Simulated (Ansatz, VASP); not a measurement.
# TiO2 in VASP and in Ansatz

```xyz
12
Lattice="4.5150 0.0000 0.0000 0.0000 5.4970 0.0000 0.0000 0.0000 4.9390" Properties=species:S:1:pos:R:3 pbc="T T T"
Ti    0.0000    0.9544    1.2348
Ti    2.2575    1.7941    3.7043
Ti    0.0000    4.5426    3.7043
Ti    2.2575    3.7029    1.2348
O     1.2241    2.0955    2.0708
O     1.0334    0.6530    4.5403
O     3.4816    0.6530    2.8682
O     3.2909    2.0955    0.3987
O     3.2909    3.4015    2.8682
O     3.4816    4.8440    0.3987
O     1.0334    4.8440    2.0708
O     1.2241    3.4015    4.5403
```

Alike in both runs: functional r2SCAN; k mesh 6 × 5 × 6; occupations fermi-dirac, width 0.01 eV; no spin polarisation.

Ansatz relaxed the structure, and its values are those at the end. VASP's run is a single point on that final structure, the one shown.

|  | VASP | Ansatz |
| --- | --- | --- |
| version | VASP 6.6.1 | Ansatz 0.2.0 |
| potentials or method | VASP PAW PBE potentials, release 64 (Ti_sv, O) | plane-wave PAW, scalar-relativistic |
| plane-wave cutoff (eV) | 520 | 500 |
| valence electrons in the cell | 96 | 96 |

```csv
,VASP,Ansatz,Ansatz less VASP
gap on the k mesh at the Fermi level (eV),3.01,3.00,-0.015
pressure (GPa),1.3,0.0,-1.30
rms of the force components (eV/Å),0.046,0.003,-0.0433
```

VASP's potentials were made for PBE, not for r2SCAN. Ansatz's warnings: stress scf threshold loose.
